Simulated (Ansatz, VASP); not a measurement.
**Two plane-wave programs on BaTiO3**

File INCAR:

```
PREC = Accurate
ENCUT = 1340
EDIFF = 1E-6
ISMEAR = 0
SIGMA = 0.05
LREAL = False
LASPH = True
NELM = 120
ALGO = Normal
ISIF = 2
LWAVE = False
LCHARG = False
GGA = PE
NBANDS = 28
GGA_COMPAT = False
```

KPOINTS

```
regular mesh
0
Gamma
  8 8 6
```

The input POSCAR:

```
BaTiO3
1.0
    4.0451339662      0.0000000000      0.0000000000
    0.0000000000      4.0451339662      0.0000000000
    0.0000000000      0.0000000000      4.2648343547
Ba Ti O
1 1 3
Direct
    0.0000000000      0.0000000000      0.9863187693
    0.5000000000      0.5000000000      0.4690806688
    0.5000000000      0.5000000000      0.0378497747
    0.5000000000      0.0000000000      0.5173753936
    0.0000000000      0.5000000000      0.5173753936
```

Input for Ansatz:

```yaml
crystal:
  lattice:
    - [4.0451339662, 0.0, 0.0]
    - [0.0, 4.0451339662, 0.0]
    - [0.0, 0.0, 4.2648343547]
  atoms:
    - { symbol: Ba, position: [0.0, 0.0, 0.9863187693] }
    - { symbol: Ti, position: [0.5, 0.5, 0.4690806688] }
    - { symbol: O, position: [0.5, 0.5, 0.0378497747] }
    - { symbol: O, position: [0.5, 0.0, 0.5173753936] }
    - { symbol: O, position: [0.0, 0.5, 0.5173753936] }
basis:
  ecutwfc: 420
kpoints:
  mp_grid: { grid: [8, 8, 6] }
hamiltonian:
  xc: pbe
scf:
  occupations: { method: gaussian, width: 0.05 }
output:
  forces: true
  stress: true
  eigenvalues: true
  write_density: true
  write_potential: true
  elf: true
  volumetric_format: npy
```

Change from the starting cell: strain +0.015 along x and y, +0.015 along z, atoms carried along.

Alike in both runs: task single point; functional PBE; k mesh 8 × 8 × 6; occupations gaussian, width 0.05 eV; no spin polarisation.

|  | VASP | Ansatz |
| --- | --- | --- |
| version | VASP 6.6.1 | Ansatz 0.2.0 |
| potentials or method | VASP PAW PBE potentials, release 64 (Ba_sv, Ti_sv, O_h), cutoff 1340 eV | scalar-relativistic, plane waves, PAW |
| valence electrons in the cell | 40 | 40 |

|  | VASP | Ansatz | Ansatz less VASP |
| --- | --- | --- | --- |
| gap on the k mesh at the Fermi level (eV) | 1.70 | 1.74 | +0.045 |
| least direct gap on the mesh (eV) | 2.26 | 2.29 | +0.030 |
| pressure (GPa) | -5.1 | -6.3 | -1.19 |
| traceless stress, the component that is largest in VASP (GPa) | 0.09 | 0.13 | +0.041 |
| rms of the force components (eV/Å) | 0.167 | 0.182 | +0.0153 |

Atom by atom the forces differ by 0.020 eV/Å (rms over components). The functional is the same, so the differences come from potentials, cutoffs and numerics.

Spin-orbit coupling is off throughout.
